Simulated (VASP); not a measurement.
# Be2Co (Fmmm) in VASP: density of states with PBE

Aim: the density of states of Be2Co with PBE.

Program: VASP 6.6.1. These are calculated values, not measurements. Logs are shortened: lines on timing, memory, paths and dates and some standing lists are left out, and cuts for length are marked.

### Step 1. The cell of the first run

It takes space group Fmmm (No. 69, orthorhombic). Conventional cell: a = 2.721 Å, b = 3.902 Å, c = 10.840 Å, α = 90.00°, β = 90.00°, γ = 90.00°. Within 3.0 Å of Be (site symmetry mm2) lie 4 Co at 2.24 to 2.64 Å and 10 Be at 2.31 to 2.72 Å. Within 3.0 Å of Co (site symmetry mmm) lie 8 Be at 2.24 to 2.64 Å and 6 Co at 2.38 to 2.72 Å.

### Step 2. Density of states, PBE, collinear spin, ferromagnetic start

The input, POSCAR:

```
Be2Co
1.0
    0.0000000000      1.9509646757      5.4199772778
    1.3604404252      0.0000000000      5.4199772778
    1.3604404252      1.9509646757      0.0000000000
Be Co
2 1
Direct
    0.3360580000      0.3360580000      0.6639420000
    0.6639420000      0.6639420000      0.3360580000
    0.0000000000      0.0000000000      0.0000000000
```

The input, INCAR.step1:

```
SYSTEM = Be2Co
ALGO = Normal
EDIFF = 1E-6
ENCUT = 520
GGA = PE
ISIF = 2
ISMEAR = 0
ISPIN = 2
LASPH = .True.
LCHARG = .True.
LMAXMIX = 4
LREAL = .False.
LWAVE = .False.
MAGMOM = 0 0 1.19
NBANDS = 18
NELM = 150
PREC = Accurate
SIGMA = 0.1
```

The input, KPOINTS.step1:

```
k-points
0
Gamma
  3 3 3
  0 0 0
```

The input, INCAR.step2:

```
SYSTEM = Be2Co
ALGO = Normal
EDIFF = 1E-6
ENCUT = 520
GGA = PE
ICHARG = 11
ISIF = 2
ISMEAR = -5
ISPIN = 2
LASPH = .True.
LCHARG = .False.
LMAXMIX = 4
LORBIT = 11
LREAL = .False.
LWAVE = .False.
MAGMOM = 0 0 1.19
NEDOS = 1001
NELM = 150
PREC = Accurate
SIGMA = 0.1
```

The input, KPOINTS.step2:

```
k-points
0
Gamma
  5 5 5
  0 0 0
```

Potentials or basis: VASP PAW PBE potentials, release 64 (Be, Co).

On the command line:

```bash
$ cat potpaw_PBE.64/Be/POTCAR potpaw_PBE.64/Co/POTCAR > POTCAR
$ cp INCAR.step1 INCAR
$ cp KPOINTS.step1 KPOINTS
$ mpirun -np 1 vasp_std > vasp.out
$ cp INCAR.step2 INCAR
$ cp KPOINTS.step2 KPOINTS
$ mpirun -np 1 vasp_std > vasp.out
```

OUTCAR:

```text
SYSTEM = Be2Co
   EDIFF = 1E-6
   ENCUT = 520
   GGA = PE
   ICHARG = 11
   ISIF = 2
   ISMEAR = -5
   ISPIN = 2
   LASPH = .True.
   LORBIT = 11
   LREAL = .False.
   NELM = 150
   PREC = Accurate

 ion  position               nearest neighbor table
   1  0.336  0.336  0.664-   3 2.24   3 2.24   2 2.31   2 2.31   3 2.64   3 2.64
   2  0.664  0.664  0.336-   3 2.24   3 2.24   1 2.31   1 2.31   3 2.64   3 2.64
   3  0.000  0.000  0.000-   2 2.24   2 2.24   1 2.24   1 2.24   1 2.64   2 2.64   2 2.64   1 2.64

  LATTYP: Found a face centered orthorhombic cell.
 ALAT       =     2.7208808504
 B/A-ratio  =     1.4340684381
 C/A-ratio  =     3.9839872275

  Lattice vectors:

 A1 = (   0.0000000000,   1.9509646757,   5.4199772778)
 A2 = (   1.3604404252,   0.0000000000,   5.4199772778)
 A3 = (   1.3604404252,   1.9509646757,   0.0000000000)

Analysis of symmetry for initial positions (statically):
=====================================================================
 Subroutine PRICEL returns:
 Original cell was already a primitive cell.

 Routine SETGRP: Setting up the symmetry group for a
 face centered orthorhombic supercell.

 Subroutine GETGRP returns: Found  8 space group operations
 (whereof  8 operations were pure point group operations)
 out of a pool of  8 trial point group operations.

The static configuration has the point symmetry D_2h.

Analysis of symmetry for dynamics (positions and initial velocities):
=====================================================================
 Subroutine PRICEL returns:
 Original cell was already a primitive cell.

 Routine SETGRP: Setting up the symmetry group for a
 face centered orthorhombic supercell.

 Subroutine GETGRP returns: Found  8 space group operations
 (whereof  8 operations were pure point group operations)
 out of a pool of  8 trial point group operations.

The dynamic configuration has the point symmetry D_2h.

Analysis of structural, dynamic, and magnetic symmetry:
=====================================================================
 Subroutine PRICEL returns:
 Original cell was already a primitive cell.

 Routine SETGRP: Setting up the symmetry group for a
 face centered orthorhombic supercell.

 Subroutine GETGRP returns: Found  8 space group operations
 (whereof  8 operations were pure point group operations)
 out of a pool of  8 trial point group operations.

The overall configuration has the point symmetry D_2h.

 Subroutine INISYM returns: Found  8 space group operations
 (whereof  8 operations are pure point group operations),
 and found     1 'primitive' translations

----------------------------------------------------------------------------------------

                                     Primitive cell

  volume of cell :      28.7711

  direct lattice vectors                    reciprocal lattice vectors
     0.000000000  1.950964676  5.419977278    -0.367528038  0.256283472  0.092251309
     1.360440425  0.000000000  5.419977278     0.367528038 -0.256283472  0.092251309
     1.360440425  1.950964676  0.000000000     0.367528038  0.256283472 -0.092251309

  length of vectors
     5.760418115  5.588108074  2.378457760     0.457458611  0.457458611  0.457458611

  position of ions in fractional coordinates (direct lattice)
     0.336058000  0.336058000  0.663942000
     0.663942000  0.663942000  0.336058000
     0.000000000  0.000000000  0.000000000

  ion indices of the primitive-cell ions
   primitive index   ion index
                 1           1
                 2           2
                 3           3

----------------------------------------------------------------------------------------

 KPOINTS: k-points

Automatic generation of k-mesh.
 Grid dimensions read from file:
 generate k-points for:    5    5    5

 Generating k-lattice:

[... 47 lines left out ...]
   total plane-waves  NPLWV =  36288
   dimension x,y,z NGX =    48 NGY =   42 NGZ =   18
   dimension x,y,z NGXF=    96 NGYF=   84 NGZF=   36
   ions per type =               2   1
   NGX,Y,Z   is equivalent  to a cutoff of  13.85, 12.49, 12.58 a.u.
   NGXF,Y,Z  is equivalent  to a cutoff of  27.71, 24.99, 25.16 a.u.
 SYSTEM =  Be2Co
   PREC   = accura    normal or accurate (medium, high low for compatibility)
   ISTART =      0    job   : 0-new  1-cont  2-samecut
   ICHARG =     11    charge: 1-file 2-atom 10-const
   ISPIN  =      2    spin polarized calculation?
   LNONCOLLINEAR =      F non collinear calculations
   LSORBIT =      F    spin-orbit coupling
   LASPH  =      T    aspherical Exc in radial PAW
   ENCUT  =  520.0 eV  38.22 Ry    6.18 a.u.  10.71 10.39  4.42*2*pi/ulx,y,z
   NELM   =    150;   NELMIN=  2; NELMDL=  0     # of ELM steps
   EDIFF  = 0.1E-05   stopping-criterion for ELM
   LREAL  =      F    real-space projection
   EDIFFG = 0.1E-04   stopping-criterion for IOM
   NSW    =      0    number of steps for IOM
   IBRION =     -1    ionic relax: 0-MD 1-quasi-New 2-CG
   NFREE  =      0    steps in history (QN), initial steepest desc. (CG)
   ISIF   =      2    stress and relaxation
   ISYM   =      2    0-nonsym 1-usesym 2-fastsym
   POTIM  = 0.5000    time-step for ionic-motion
   TEBEG  =    0.0;   TEEND  =   0.0 temperature during run
   PSTRESS=    0.0 pullay stress
   NELECT =      13.0000    total number of electrons
   NUPDOWN=      -1.0000    fix difference up-down
   EMIN   =  10.00;   EMAX   =-10.00  energy-range for DOS
   EFERMI =   0.00;   METHOD = LEGACY
   ISMEAR =    -5;   SIGMA  =   0.10  broadening in eV -4-tet -1-fermi 0-gaus
   EFERMI_NEDOS =   21; number of points for ismear=-14 and -15
   IALGO  =     38    algorithm
   IMIX   =      4    mixing-type and parameters
     AMIX     =   0.40;   BMIX     =  1.00
     AMIX_MAG =   1.60;   BMIX_MAG =  1.00
  volume/ion in A,a.u.               =       9.59        64.72
  Fermi-wavevector in a.u.,A,eV,Ry     =   1.256234  2.373938 21.471673  1.578123
  Thomas-Fermi vector in A             =   2.389952
   LORBIT       =     11    0 simple, 1 ext, 2 COOP (PROOUT), +10 PAW based schemes
   GGA     = PE    functional components
   LHFCALC =     F    Hartree Fock is set to
   AEXX    =    0.0000 exact exchange contribution
   IVDW    =     0    specifies the selected vdW correction
   LEPSILON=     F    determine dielectric tensor
   LRPA    =     F    only Hartree local field effects (RPA)
 spin polarized calculation
 Fermi weights with tetrahedron method with Bloechl corrections
  energy-cutoff  :      520.00
  volume of cell :       28.77
 maximum number of plane-waves:       791
 NGX is ok and might be reduce to    48

 number of electron      13.0000005 magnetization       1.3843722

 Free energy of the ion-electron system (eV)
  ---------------------------------------------------
  ext. energy  EPLUGINS =         0.00000000
  ---------------------------------------------------
  free energy    TOTEN  =       -14.58592374 eV

  energy without entropy =      -14.58592374  energy(sigma->0) =      -14.58592374

 E-fermi :   7.4188     XC(G=0): -11.3926

 val. band max:        7.5525873041   @ k =   0.4000   0.0000   0.0000
 cond. band min:       7.2767163565   @ k =   0.4000   0.0000   0.0000
 fundamental gap:     -0.2758709476
 Fermi energy:         7.4188477542

 spin component 1

 k-point     1 :       0.0000    0.0000    0.0000
  band No.  band energies     occupation
      1      -2.4019      1.00000
      2       1.2469      1.00000
      3       2.2389      1.00000
      4       4.0294      1.00000
      5       4.6988      1.00000
      6       5.7186      1.00000
      7       6.0973      1.00000
      8       6.1005      1.00000
      9      16.0510      0.00000
     10      18.2917      0.00000
     11      19.3750      0.00000
[... 310 lines left out ...]
  band No.  band energies     occupation
      1       2.2100      1.00000
      2       2.7562      1.00000
      3       3.7755      1.00000
      4       5.2777      1.00000
      5       5.7449      1.00000
      6       6.6907      1.00000
      7       7.2048      0.60754
      8      10.2567     -0.01143
      9      11.2879      0.00000
     10      13.1892      0.00000
     11      13.7515      0.00000

 [... further k-points ...]

 spin component 2

 k-point     1 :       0.0000    0.0000    0.0000
  band No.  band energies     occupation
      1      -2.3814      1.00000
      2       1.4385      1.00000
      3       2.1639      1.00000
      4       5.4471      1.00000
      5       5.6240      1.00000
      6       7.2060      1.00000
      7       7.4377      0.17458
      8       7.9684      0.00000
      9      16.0410      0.00000
     10      18.5872      0.00000
     11      19.4358      0.00000
[... 310 lines left out ...]
  band No.  band energies     occupation
      1       2.5077      1.00000
      2       3.5880      1.00000
      3       4.6590      1.00000
      4       6.2738      1.00000
      5       6.8250      1.00000
      6       7.7339      0.25907
      7       8.3282     -0.00717
      8      10.6411      0.00000
      9      11.4529      0.00000
     10      13.2476      0.00000
     11      13.8002      0.00000

 [... further k-points ...]

------------------------ aborting loop because EDIFF is reached ----------------------------------------

  FORCE on cell =-STRESS in cart. coord.  units (eV):
  Direction    XX          YY          ZZ          XY          YZ          ZX
  --------------------------------------------------------------------------------------
  -------------------------------------------------------------------------------------
  Total        2.3546905      1.9081424      2.9807333     -0.0000000      0.0000000      0.0000000
  in kB      131.1257585    106.2588153    165.9882322     -0.0000000      0.0000000      0.0000000
  external PRESSURE =     134.4576020 kB  Pullay stress =       0.0000000 kB

 VOLUME and BASIS-vectors are now :
 -----------------------------------------------------------------------------
  energy-cutoff  :      520.00
  volume of cell :       28.77
      direct lattice vectors                 reciprocal lattice vectors
     0.000000000  1.950964676  5.419977278    -0.367528038  0.256283472  0.092251309
     1.360440425  0.000000000  5.419977278     0.367528038 -0.256283472  0.092251309
     1.360440425  1.950964676  0.000000000     0.367528038  0.256283472 -0.092251309

 POSITION                                       TOTAL-FORCE (eV/Angst)
 -----------------------------------------------------------------------------------
      1.36044      1.95096      3.64285         0.000000      0.000000      0.030952
      1.36044      1.95096      7.19710         0.000000      0.000000     -0.030952
      0.00000      0.00000      0.00000         0.000000      0.000000     -0.000000
 -----------------------------------------------------------------------------------
    total drift:                                0.000000     -0.000000     -0.000000

  FREE ENERGIE OF THE ION-ELECTRON SYSTEM (eV)
  ---------------------------------------------------
  free  energy   TOTEN  =       -14.5859237366 eV

  energy  without entropy=      -14.5859237366  energy(sigma->0) =      -14.58592374

 total charge

# of ion       s       p       d       tot
------------------------------------------
    1        0.393   0.612   0.000   1.004
    2        0.393   0.612   0.000   1.004
    3        0.488   0.565   7.376   8.430
--------------------------------------------------
tot          1.273   1.789   7.376  10.438

 magnetization (x)

# of ion       s       p       d       tot
------------------------------------------
    1       -0.005  -0.017   0.000  -0.022
    2       -0.005  -0.017   0.000  -0.022
    3        0.000  -0.014   1.266   1.252
--------------------------------------------------
tot         -0.009  -0.049   1.266   1.208
```

It took 54 s on 1 thread of AMD EPYC 7R13 (Zen 3), shared host; peak memory 0.17 GiB.

Results:

```yaml
Net_moment: 1.38 μB per cell
Site_moments: Be -0.02; Co +1.25 μB
Valence_electrons_inside_the_program's_atomic_spheres: Be 1.00; Co 8.43
```

Caveat: the k points lie up to 0.96 Å⁻¹ apart; tetrahedron occupations give inexact forces and stress in metals.
